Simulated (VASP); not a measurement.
BaTe: single point with PBEsol

BaTe:

```
Ba Te
1.0
     5.88405    0.00000    0.00000
     0.00000    5.88405    0.00000
     0.00000    0.00000    4.16152
Ba Te
2 2
Direct
  0.50000 0.00000 0.50000
  0.00000 0.50000 0.50000
  0.00000 0.00000 0.00000
  0.50000 0.50000 0.00000
```

```yaml
Program: VASP 6.6.1
Task: single point
Functional: PBEsol
Potentials_or_basis: VASP PAW PBE potentials, release 64 (Ba_sv, Te)
Cutoff: 520 eV
k_mesh: 6 × 6 × 8
Occupations: gaussian, width 0.05 eV
Spin: no spin polarisation
Dipole_correction: no
Further_INCAR_settings: ALGO = Normal; EDIFF = 1e-06; NBANDS = 24
```

| Item | Value |
| --- | --- |
| Pressure | 0.6 GPa |
| Band gap on the k mesh | 0.52 eV |

Levels at points of the mesh, in eV from the valence-band top:
| k point | band 14 | band 15 | band 16 | band 17 | band 18 | band 19 |
| --- | --- | --- | --- | --- | --- | --- |
| (0.00, 0.00, 0.00) | -0.38 | -0.38 | 0.00 | 0.52 | 0.52 | 0.82 |
| (0.50, 0.00, 0.00) | -1.67 | -0.63 | -0.63 | 1.64 | 1.64 | 3.15 |
| (0.50, 0.50, 0.00) | -1.00 | -0.99 | -0.99 | 1.39 | 1.39 | 4.69 |
| (0.00, 0.00, 0.50) | -3.23 | -0.99 | -0.99 | 1.39 | 4.69 | 4.90 |
| (0.50, 0.00, 0.50) | -2.36 | -1.29 | -1.29 | 2.48 | 2.48 | 2.60 |
| (0.50, 0.50, 0.50) | -2.17 | 0.00 | 0.00 | 0.81 | 0.81 | 2.54 |

It took 78 s on 1 thread of AMD EPYC 9R45 96-Core Processor (Zen 5), on a shared host, peak memory 0.32 GiB.

Caveat: the PAW data sets were made with another functional, which shifts forces and pressure a little; spin-orbit coupling is left out, which moves the levels of the heavy elements. A k mesh can miss the band edges.
